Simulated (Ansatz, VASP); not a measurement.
## One calculation of As2H, two programs

INCAR

```
ALGO     = Normal         # electronic algorithm
DIPOL    = 0.5 0.5 0.298
EDIFF    = 1E-7           # SCF threshold, eV
ENCUT    = 520            # plane-wave cutoff, eV
GGA      = PE             # functional
IDIPOL   = 3            
ISIF     = 2              # what is computed and relaxed
ISMEAR   = 0              # smearing method
ISPIN    = 2              # spin polarisation
IVDW     = 12             # dispersion correction
LASPH    = T              # aspherical terms in the spheres
LCHARG   = F              # write CHGCAR
LDIPOL   = T            
LORBIT   = 11             # projections on sites
LREAL    = F              # projectors in reciprocal space
LWAVE    = F              # write WAVECAR
MAGMOM   = 0 0 1          # initial moments
NBANDS   = 16             # bands
NELM     = 150            # most SCF steps
PREC     = Accurate       # precision mode
SIGMA    = 0.05           # smearing width, eV
```

Contents of KPOINTS:

```
k-points
0
Gamma
  9 9 1
```

File POSCAR:

```
As2H
1.0
    3.5713387681      0.0000000000      0.0000000000
   -1.7856693841      3.0928700987      0.0000000000
    0.0000000000      0.0000000000     18.3976402524
As H
2 1
Direct
    0.3333333333      0.6666666667      0.2933876398
    0.6666666667      0.3333333333      0.2174191877
    0.8333333333      0.6666666667      0.3830730548
```

Input for Ansatz:

```yaml
crystal:
  lattice:
    - [3.5713387681, 0.0, 0.0]
    - [-1.7856693841, 3.0928700987, 0.0]
    - [0.0, 0.0, 18.3976402524]
  atoms:
    - { symbol: As, position: [0.3333333333, 0.6666666667, 0.2933876398] }
    - { symbol: As, position: [0.6666666667, 0.3333333333, 0.2174191877] }
    - { symbol: H, position: [0.8333333333, 0.6666666667, 0.3830730548], spin: 1.0 }
basis:
  ecutwfc: 420
kpoints:
  mp_grid: { grid: [9, 9, 1] }
hamiltonian:
  xc: pbe
  dispersion: d3bj
scf:
  occupations: { method: gaussian, width: 0.05 }
output:
  forces: true
  eigenvalues: true
  populations: true
magnetization:
  spin_polarized: true
efield:
  axis: 3
  dipole_correction: true
  ramp_width: 0.04
```

Alike in both runs: task single point; functional PBE; dispersion D3(BJ); k mesh 9 × 9 × 1; occupations gaussian, width 0.05 eV; collinear spin.

```csv
,VASP,Ansatz
version,VASP 6.6.1,Ansatz 0.2.0
potentials or method,"VASP PAW PBE potentials, release 64 (As, H), cutoff 520 eV","scalar-relativistic, plane waves, PAW"
valence electrons in the cell,11,31
```

|  | VASP | Ansatz | Ansatz less VASP |
| --- | --- | --- | --- |
| gap on the k mesh at the Fermi level (eV) | none | none | - |
| rms of the force components (eV/Å) | 0.461 | 0.439 | -0.0217 |
| net moment per atom (μB) | 0.18 | 0.18 | 0.000 |
| size of the moment on the site where the two differ most (μB) | 0.16 | 0.33 | +0.162 |

Site moments also hang on the region over which each program counts them. Atom by atom the forces differ by 0.036 eV/Å (rms over components). A gap of «none» marks a metal or a gap that the smearing closes. VASP's potentials hold 11 valence electrons a cell and Ansatz's 31, so a difference there can come from the potentials and not from the codes. Ansatz's warnings: stability check not made.
